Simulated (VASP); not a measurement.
CO2, 12 atoms in the cell. The structure is monoclinic, space group P2_1/c (No. 14). Conventional cell: a = 6.126 Å, b = 6.058 Å, c = 6.245 Å, α = 90.00°, β = 106.90°, γ = 90.00°. C (site symmetry -1) has 2 O at 1.06 Å within 1.4 Å. C (site symmetry -1) has 2 O at 1.30 Å within 1.7 Å. O (site symmetry 1) has 1 C at 1.06 Å within 1.4 Å. Within 1.7 Å of O (site symmetry 1) lie 1 C at 1.30 Å.  This cell differs from its parent crystal: engineering shear strain xz -0.3000, normal strain along z +0.0200.

```yaml
Program: VASP 6.6.1
Task: single point
Functional: PBE
Potentials_or_basis: VASP PAW PBE potentials, release 64 (C, O)
Cutoff: 520 eV
k_mesh: 4 × 4 × 4
Occupations: gaussian, width 0.05 eV
Spin: no spin polarisation
Dipole_correction: no
Further_INCAR_settings: ALGO = Normal; EDIFF = 1e-06; NBANDS = 44
```

Potentials or basis: VASP PAW PBE potentials, release 64 (C, O).

The run is started by

```sh
$ cat potpaw_PBE.64/C/POTCAR potpaw_PBE.64/O/POTCAR > POTCAR
$ mpirun -np 1 vasp_std > vasp.out
```

Hardware: 1 thread of Intel(R) Xeon(R) Platinum 8488C (Sapphire Rapids) (shared host).

Problem. How long does it take, and how much memory?

Solution. Run time: 3.4 min on 1 thread of Intel(R) Xeon(R) Platinum 8488C (Sapphire Rapids) (shared host), peak memory 0.43 GiB. Counts: scf iterations 14, k points 30.
